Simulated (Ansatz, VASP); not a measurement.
One calculation of Zn, two programs

```xyz
2
Lattice="2.7085 0.0000 0.0000 -1.3542 2.3456 0.0000 0.0000 0.0000 5.0278" Properties=species:S:1:pos:R:3 pbc="T T T"
Zn    0.0000    1.5637    1.2570
Zn    1.3542    0.7819    3.7709
```

Change from the starting cell: volume scaled by 1.05, crystal datasets.

Alike in both runs: task electric field gradients; functional PBE; k mesh 18 × 18 × 8; occupations fermi-dirac, width 0.03 eV; no spin polarisation.

```csv
,VASP,Ansatz
version,VASP 6.6.1,Ansatz 0.2.0
potentials or method,"VASP PAW PBE potentials, release 64 (Zn), cutoff 520 eV","all-electron PAW with datasets made for the crystal, scalar-relativistic"
```

```csv
,VASP,Ansatz,Ansatz less VASP
pressure (GPa),-3.1,-3.4,-0.26
"traceless stress, the component that is largest in VASP (GPa)",1.25,1.35,+0.099
size of Vzz on the site where it differs most (V/Å²),32.2,32.3,+0.18
```

Ansatz ran all-electron here, and VASP with PAW potentials.
